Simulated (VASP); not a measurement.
# TaN (P-6m2) in VASP: single point with PBEsol

Aim: the single point of TaN with PBEsol.

Everything below comes from runs of VASP 6.6.1. Logs are shortened: lines on timing, memory, paths and dates and some standing lists are left out, and cuts for length are marked.

## Step 1: The cell of the first run

The structure is hexagonal, space group P-6m2 (No. 187). The conventional cell has a = 2.885 Å, b = 2.885 Å, c = 2.839 Å, α = 90.00°, β = 90.00°, γ = 120.00°. Ta (site symmetry -6m2) has 6 N at 2.19 Å and 8 Ta at 2.84 to 2.88 Å within 2.9 Å. Within 2.9 Å of N (site symmetry -6m2) lie 6 Ta at 2.19 Å and 8 N at 2.84 to 2.88 Å.

## Step 2: Single point, PBEsol

File INCAR:

```
PREC = Accurate ; ENCUT = 700
EDIFF = 1E-6 ; ISMEAR = -1
SIGMA = 0.05 ; LREAL = False
LASPH = True ; NELM = 120
ALGO = Normal ; ISIF = 2
LWAVE = False ; LCHARG = False
GGA = PS ; NBANDS = 16
GGA_COMPAT = False
```

File KPOINTS:

```
regular mesh
0
Gamma
  18 18 16
```

File POSCAR:

```
TaN
1.0
    2.8846210257      0.0000000000      0.0000000000
   -1.4423105129      2.4981550885      0.0000000000
    0.0000000000      0.0000000000      2.8391862172
Ta N
1 1
Direct
    0.0000000000      0.0000000000      0.5000000000
    0.6666666667      0.3333333333      0.0000000000
```

Potentials or basis: VASP PAW PBE potentials, release 64 (Ta_sv_GW, N).

Started as:

```
$ cat potpaw_PBE.64/Ta_sv_GW/POTCAR potpaw_PBE.64/N/POTCAR > POTCAR
$ mpirun -np 1 vasp_std > vasp.out
```

OUTCAR:

```text
PREC = Accurate
   ENCUT = 700
   EDIFF = 1E-6
   ISMEAR = -1
   LREAL = False
   LASPH = True
   NELM = 120
   ISIF = 2
   GGA = PS

 ion  position               nearest neighbor table
   1  0.000  0.000  0.500-   2 2.19   2 2.19   2 2.19   2 2.19   2 2.19   2 2.19
   2  0.667  0.333  0.000-   1 2.19   1 2.19   1 2.19   1 2.19   1 2.19   1 2.19

  LATTYP: Found a hexagonal cell.
 ALAT       =     2.8846210257
 C/A-ratio  =     0.9842492972

  Lattice vectors:

 A1 = (   2.8846210257,   0.0000000000,   0.0000000000)
 A2 = (  -1.4423105129,   2.4981550885,   0.0000000000)
 A3 = (   0.0000000000,   0.0000000000,   2.8391862172)

Analysis of symmetry for initial positions (statically):
=====================================================================
 Subroutine PRICEL returns:
 Original cell was already a primitive cell.

 Routine SETGRP: Setting up the symmetry group for a
 hexagonal supercell.

 Subroutine GETGRP returns: Found 12 space group operations
 (whereof 12 operations were pure point group operations)
 out of a pool of 24 trial point group operations.

The static configuration has the point symmetry D_3h.

Analysis of symmetry for dynamics (positions and initial velocities):
=====================================================================
 Subroutine PRICEL returns:
 Original cell was already a primitive cell.

 Routine SETGRP: Setting up the symmetry group for a
 hexagonal supercell.

 Subroutine GETGRP returns: Found 12 space group operations
 (whereof 12 operations were pure point group operations)
 out of a pool of 24 trial point group operations.

The dynamic configuration has the point symmetry D_3h.

 Subroutine INISYM returns: Found 12 space group operations
 (whereof 12 operations are pure point group operations),
 and found     1 'primitive' translations

----------------------------------------------------------------------------------------

                                     Primitive cell

  volume of cell :      20.4598

  direct lattice vectors                    reciprocal lattice vectors
     2.884621026  0.000000000  0.000000000     0.346665989  0.200147702  0.000000000
    -1.442310513  2.498155088  0.000000000     0.000000000  0.400295404  0.000000000
     0.000000000  0.000000000  2.839186217     0.000000000  0.000000000  0.352213600

  length of vectors
     2.884621026  2.884621026  2.839186217     0.400295404  0.400295404  0.352213600

  position of ions in fractional coordinates (direct lattice)
     0.000000000  0.000000000  0.500000000
     0.666666667  0.333333333  0.000000000

  ion indices of the primitive-cell ions
   primitive index   ion index
                 1           1
                 2           2

----------------------------------------------------------------------------------------

 KPOINTS: regular mesh

Automatic generation of k-mesh.
 Grid dimensions read from file:
 generate k-points for:   18   18   16

 Generating k-lattice:

  Cartesian coordinates                     Fractional coordinates (reciprocal lattice)
     0.019259222  0.011119317  0.000000000     0.055555556  0.000000000  0.000000000
     0.000000000  0.022238634  0.000000000     0.000000000  0.055555556  0.000000000
     0.000000000  0.000000000  0.022013350     0.000000000  0.000000000  0.062500000

  Length of vectors
     0.022238634  0.022238634  0.022013350

  Shift w.r.t. Gamma in fractional coordinates (k-lattice)
     0.000000000  0.000000000  0.000000000

 Subroutine IBZKPT returns following result:
 ===========================================

 Found    333 irreducible k-points:

 Following reciprocal coordinates:
            Coordinates               Weight
  0.000000  0.000000  0.000000      1.000000
  0.055556  0.000000  0.000000      6.000000
  0.111111  0.000000  0.000000      6.000000
  0.166667  0.000000  0.000000      6.000000
  0.222222  0.000000  0.000000      6.000000
  0.277778  0.000000  0.000000      6.000000
[... 16 lines left out ...]
  0.333333  0.111111  0.000000     12.000000
  0.388889  0.111111  0.000000     12.000000
 [... further k-points ...]
   k-points           NKPTS =    333   k-points in BZ     NKDIM =    333   number of bands    NBANDS=     16
   number of dos      NEDOS =    301   number of ions     NIONS =      2
   total plane-waves  NPLWV =  18816
   dimension x,y,z NGX =    28 NGY =   28 NGZ =   24
   dimension x,y,z NGXF=    56 NGYF=   56 NGZF=   48
   ions per type =               1   1
   NGX,Y,Z   is equivalent  to a cutoff of  16.14, 16.14, 14.05 a.u.
   NGXF,Y,Z  is equivalent  to a cutoff of  32.27, 32.27, 28.11 a.u.
 SYSTEM =  unknown system
   PREC   = accura    normal or accurate (medium, high low for compatibility)
   ISTART =      0    job   : 0-new  1-cont  2-samecut
   ICHARG =      2    charge: 1-file 2-atom 10-const
   ISPIN  =      1    spin polarized calculation?
   LNONCOLLINEAR =      F non collinear calculations
   LSORBIT =      F    spin-orbit coupling
   LASPH  =      T    aspherical Exc in radial PAW
   ENCUT  =  700.0 eV  51.45 Ry    7.17 a.u.   6.22  6.22  6.12*2*pi/ulx,y,z
   NELM   =    120;   NELMIN=  2; NELMDL= -5     # of ELM steps
   EDIFF  = 0.1E-05   stopping-criterion for ELM
   LREAL  =      F    real-space projection
   EDIFFG = 0.1E-04   stopping-criterion for IOM
   NSW    =      0    number of steps for IOM
   IBRION =     -1    ionic relax: 0-MD 1-quasi-New 2-CG
   NFREE  =      0    steps in history (QN), initial steepest desc. (CG)
   ISIF   =      2    stress and relaxation
   ISYM   =      2    0-nonsym 1-usesym 2-fastsym
   POTIM  = 0.5000    time-step for ionic-motion
   TEBEG  =    0.0;   TEEND  =   0.0 temperature during run
   PSTRESS=    0.0 pullay stress
   NELECT =      18.0000    total number of electrons
   NUPDOWN=      -1.0000    fix difference up-down
   EMIN   =  10.00;   EMAX   =-10.00  energy-range for DOS
   EFERMI =   0.00;   METHOD = LEGACY
   ISMEAR =    -1;   SIGMA  =   0.05  broadening in eV -4-tet -1-fermi 0-gaus
   EFERMI_NEDOS =   21; number of points for ismear=-14 and -15
   IALGO  =     38    algorithm
   IMIX   =      4    mixing-type and parameters
     AMIX     =   0.40;   BMIX     =  1.00
     AMIX_MAG =   1.60;   BMIX_MAG =  1.00
  volume/ion in A,a.u.               =      10.23        69.03
  Fermi-wavevector in a.u.,A,eV,Ry     =   1.568670  2.964357 33.480213  2.460726
  Thomas-Fermi vector in A             =   2.670667
   LORBIT       =      0    0 simple, 1 ext, 2 COOP (PROOUT), +10 PAW based schemes
   GGA     = PS    functional components
   LHFCALC =     F    Hartree Fock is set to
   AEXX    =    0.0000 exact exchange contribution
   IVDW    =     0    specifies the selected vdW correction
   LEPSILON=     F    determine dielectric tensor
   LRPA    =     F    only Hartree local field effects (RPA)
 non-spin polarized calculation
  energy-cutoff  :      700.00
  volume of cell :       20.46
 maximum number of plane-waves:       889
 NGX is ok and might be reduce to    28
   NGX = 13   NGY = 13   NGZ = 13

 number of electron      17.9999999 magnetization

 Free energy of the ion-electron system (eV)
  ---------------------------------------------------
  ext. energy  EPLUGINS =         0.00000000
  ---------------------------------------------------
  free energy    TOTEN  =       -26.30658364 eV

  energy without entropy =      -26.30609111  energy(sigma->0) =      -26.30633737

 E-fermi :  13.0200     XC(G=0): -14.1729

 val. band max:       12.9691448159   @ k =   0.0000   0.0000   0.4375
 cond. band min:      13.0554802165   @ k =   0.0556   0.0000   0.5000
 fundamental gap:      0.0863354005
 Fermi energy:        13.0200401050

 k-point     1 :       0.0000    0.0000    0.0000
  band No.  band energies     occupation
      1     -55.2864      2.00000
      2     -21.5640      2.00000
      3     -21.2629      2.00000
      4     -21.2629      2.00000
      5      -5.0478      2.00000
      6       8.2870      2.00000
[... 8 lines left out ...]
     15      26.2967      0.00000
     16      29.6504      0.00000

 k-point     2 :       0.0556    0.0000    0.0000
  band No.  band energies     occupation
      1     -55.2834      2.00000
      2     -21.5587      2.00000
      3     -21.3046      2.00000
      4     -21.2716      2.00000
      5      -4.9761      2.00000
      6       8.0666      2.00000
[... 8 lines left out ...]
     15      26.2956      0.00000
     16      29.7878      0.00000

 k-point     3 :       0.1111    0.0000    0.0000
  band No.  band energies     occupation
      1     -55.2749      2.00000
      2     -21.5434      2.00000
      3     -21.4233      2.00000
      4     -21.2967      2.00000
      5      -4.7694      2.00000
      6       7.5582      2.00000
[... 8 lines left out ...]
     15      26.2833      0.00000
     16      30.1794      0.00000

 k-point     4 :       0.1667    0.0000    0.0000
  band No.  band energies     occupation
      1     -55.2618      2.00000
      2     -21.6008      2.00000
      3     -21.5199      2.00000
      4     -21.3348      2.00000
      5      -4.4509      2.00000
      6       6.9181      2.00000
[... 8 lines left out ...]
     15      26.2863      0.00000
     16      30.7652      0.00000

 k-point     5 :       0.2222    0.0000    0.0000
  band No.  band energies     occupation
      1     -55.2458      2.00000
      2     -21.8119      2.00000
      3     -21.4909      2.00000
      4     -21.3812      2.00000
      5      -4.0553      2.00000
      6       6.2612      2.00000
[... 8 lines left out ...]
     15      26.3881      0.00000
     16      30.6456      0.00000

 k-point     6 :       0.2778    0.0000    0.0000
  band No.  band energies     occupation
      1     -55.2288      2.00000
      2     -22.0292      2.00000
      3     -21.4599      2.00000
      4     -21.4300      2.00000
      5      -3.6248      2.00000
      6       5.6599      2.00000
[... 8 lines left out ...]
     15      26.6483      0.00000
     16      30.8800      0.00000

 k-point     7 :       0.3333    0.0000    0.0000
  band No.  band energies     occupation
      1     -55.2127      2.00000
      2     -22.2270      2.00000
      3     -21.4754      2.00000
      4     -21.4305      2.00000
      5      -3.2071      2.00000
      6       5.1574      2.00000
[... 8 lines left out ...]
     15      26.9377      0.00000
     16      29.8796      0.00000

 k-point     8 :       0.3889    0.0000    0.0000
  band No.  band energies     occupation
      1     -55.1996      2.00000
      2     -22.3842      2.00000
      3     -21.5121      2.00000
      4     -21.4064      2.00000
      5      -2.8535      2.00000
      6       4.7802      2.00000
[... 8 lines left out ...]
     15      26.5885      0.00000
     16      29.1356      0.00000

 k-point     9 :       0.4444    0.0000    0.0000
  band No.  band energies     occupation
      1     -55.1910      2.00000
      2     -22.4848      2.00000
      3     -21.5359      2.00000
      4     -21.3907      2.00000
      5      -2.6145      2.00000
      6       4.5461      2.00000
[... 8 lines left out ...]
     15      25.5158      0.00000
     16      29.2776      0.00000
[... 172 lines left out ...]
 k-point    19 :       0.1111    0.1111    0.0000
  band No.  band energies     occupation
      1     -55.2546      2.00000
      2     -21.6828      2.00000
      3     -21.5069      2.00000
      4     -21.3706      2.00000
      5      -4.2718      2.00000
      6       6.6480      2.00000
[... 8 lines left out ...]
     15      26.3445      0.00000
     16      30.6276      0.00000

 k-point    20 :       0.1667    0.1111    0.0000
  band No.  band energies     occupation
      1     -55.2396      2.00000
      2     -21.8640      2.00000
      3     -21.4796      2.00000
      4     -21.4300      2.00000
      5      -3.8942      2.00000
      6       6.1065      2.00000
[... 8 lines left out ...]
     15      26.5022      0.00000
     16      30.6077      0.00000

 k-point    21 :       0.2222    0.1111    0.0000
  band No.  band energies     occupation
      1     -55.2236      2.00000
      2     -22.0506      2.00000
      3     -21.4934      2.00000
      4     -21.4503      2.00000
      5      -3.4812      2.00000
      6       5.6038      2.00000
[... 8 lines left out ...]
     15      26.7925      0.00000
     16      30.6826      0.00000

 k-point    22 :       0.2778    0.1111    0.0000
  band No.  band energies     occupation
      1     -55.2084      2.00000
      2     -22.2210      2.00000
      3     -21.5528      2.00000
      4     -21.4227      2.00000
      5      -3.0791      2.00000
      6       5.1824      2.00000
[... 8 lines left out ...]
     15      27.0960      0.00000
     16      29.5462      0.00000

 k-point    23 :       0.3333    0.1111    0.0000
  band No.  band energies     occupation
      1     -55.1961      2.00000
      2     -22.3567      2.00000
      3     -21.6008      2.00000
      4     -21.4001      2.00000
      5      -2.7384      2.00000
      6       4.8678      2.00000
[... 8 lines left out ...]
     15      26.7821      0.00000
     16      29.0092      0.00000

 k-point    24 :       0.3889    0.1111    0.0000
  band No.  band energies     occupation
      1     -55.1880      2.00000
      2     -22.4439      2.00000
      3     -21.6319      2.00000
      4     -21.3853      2.00000
      5      -2.5082      2.00000
      6       4.6743      2.00000
[... 8 lines left out ...]
     15      25.8271      0.00000
     16      29.2740      0.00000

 [... further k-points ...]
[... 5 lines left out ...]
  --------------------------------------------------------------------------------------
  -------------------------------------------------------------------------------------
  Total        1.9218106      1.9218106      1.9421103     -0.0000000     -0.0000000      0.0000000
  in kB      150.4939813    150.4939813    152.0836167     -0.0000000     -0.0000000      0.0000000
  external PRESSURE =     151.0238598 kB  Pullay stress =       0.0000000 kB

 VOLUME and BASIS-vectors are now :
 -----------------------------------------------------------------------------
  energy-cutoff  :      700.00
  volume of cell :       20.46
      direct lattice vectors                 reciprocal lattice vectors
     2.884621026  0.000000000  0.000000000     0.346665989  0.200147702  0.000000000
    -1.442310513  2.498155088  0.000000000     0.000000000  0.400295404  0.000000000
     0.000000000  0.000000000  2.839186217     0.000000000  0.000000000  0.352213600

 POSITION                                       TOTAL-FORCE (eV/Angst)
 -----------------------------------------------------------------------------------
      0.00000      0.00000      1.41959         0.000000     -0.000000      0.000000
      1.44231      0.83272      0.00000        -0.000000      0.000000      0.000000
 -----------------------------------------------------------------------------------
    total drift:                               -0.000000      0.000000      0.000000

  FREE ENERGIE OF THE ION-ELECTRON SYSTEM (eV)
  ---------------------------------------------------
  free  energy   TOTEN  =       -26.3065836359 eV

  energy  without entropy=      -26.3060911070  energy(sigma->0) =      -26.30633737
```

It took 2.6 min on 1 thread of AMD EPYC 7R13 (Zen 3), shared host; peak memory 0.28 GiB.

Results:

* Free energy: -26.3066 eV
* Pressure: 15.1 GPa
* Band gap on the k mesh: zero (bands 9 and 10 overlap by 0.46 eV)

Stress tensor (GPa, compression positive):
```
15.05  0.00  0.00
 0.00 15.05  0.00
 0.00  0.00 15.21
```

Levels at points of the mesh, in eV from the Fermi level:
| k point | band 5 | band 6 | band 7 | band 8 | band 9 | band 10 | band 11 | band 12 | band 13 | band 14 |
| --- | --- | --- | --- | --- | --- | --- | --- | --- | --- | --- |
| (0.00, 0.00, 0.00) | -18.07 | -4.73 | -4.73 | -4.43 | -2.95 | 2.65 | 3.86 | 3.86 | 4.33 | 4.33 |
| (0.50, 0.00, 0.00) | -15.55 | -8.55 | -5.45 | -3.68 | -3.20 | 3.23 | 4.42 | 5.52 | 5.76 | 7.92 |
| (0.00, 0.00, 0.50) | -15.10 | -9.66 | -3.86 | -3.86 | -0.08 | -0.08 | 2.58 | 3.51 | 3.51 | 8.63 |
| (0.50, 0.00, 0.50) | -16.00 | -7.60 | -6.36 | -5.94 | -0.19 | 4.57 | 5.84 | 6.57 | 7.64 | 10.92 |

Caveat: the cell stands under pressure; the PAW data sets were made with another functional, which shifts forces and pressure a little; spin-orbit coupling is left out, which moves the levels of the heavy elements.

The gap in the log of VASP goes by the Fermi energy; the results here count the filled bands.